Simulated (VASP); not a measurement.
Here is a VASP 6.6.1 calculation.

Contents of INCAR:

```
ALGO = Normal
EDIFF = 1E-6
ENCUT = 520
GGA = PE
ISIF = 2
ISMEAR = 0
LASPH = T
LCHARG = T
LELF = T
LREAL = F
LVHAR = T
LWAVE = F
NBANDS = 18
NELM = 60
PREC = Accurate
SIGMA = 0.05
```

KPOINTS

```
k-points
0
Gamma
  8 8 8
```

Contents of POSCAR:

```
HfO2
1.0
    0.0000000000      2.5150188282      2.5489194570
    2.4469626787      0.0000000000      2.5489194570
    2.4469626787      2.5150188282      0.0000000000
Hf O
1 2
Direct
    0.0000000000      0.0000000000      0.0000000000
    0.2500000000      0.2500000000      0.2500000000
    0.7500000000      0.7500000000      0.7500000000
```

Potentials or basis: VASP PAW PBE potentials, release 64 (Hf_pv, O).

Command:

```sh
$ cat potpaw_PBE.64/Hf_pv/POTCAR potpaw_PBE.64/O/POTCAR > POTCAR
$ mpirun -np 1 vasp_std > vasp.out
```

(1) Estimate the pressure.

(2) Predict the band gap on the k mesh.

Results:

(1) 10.8 GPa.

(2) 3.48 eV, indirect (least direct gap 3.61 eV).

Caveat: the cell differs from its parent crystal (normal strain along x -0.0400, normal strain along y -0.0133); spin-orbit coupling is left out, which moves the levels of the heavy elements.
